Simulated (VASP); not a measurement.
Input of a VASP 6.6.1 run:

The input INCAR:

```
PREC = Accurate
ENCUT = 500
EDIFF = 1E-6
ISMEAR = 0
SIGMA = 0.1
LREAL = F
LASPH = T
NELM = 200
ALGO = Normal
ISIF = 2
LWAVE = F
LCHARG = F
ISPIN = 2
MAGMOM = 0.76
LORBIT = 11
LMAXMIX = 4
GGA = PE
NBANDS = 16
GGA_COMPAT = F
```

Contents of KPOINTS:

```
Automatic mesh
0
Gamma
  3 3 3
```

File POSCAR:

```
Mn
1.0
   -1.3932737400      1.3932737400      1.3932737400
    1.3932737400     -1.3932737400      1.3932737400
    1.3932737400      1.3932737400     -1.3932737400
Mn
1
Direct
    0.0000000000      0.0000000000      0.0000000000
```

Potentials or basis: VASP PAW PBE potentials, release 64 (Mn_pv).

Command:

```bash
$ cat potpaw_PBE.64/Mn_pv/POTCAR > POTCAR
$ mpirun -np 1 vasp_std > vasp.out
```

(1) Predict the pressure.

(2) Predict the net moment.

(3) Estimate the site moments.

Answers

(1) 22.0 GPa.

(2) 1.37 μB per cell.

(3) Mn +1.36 μB.

Caveat: the k points lie up to 1.06 Å⁻¹ apart.
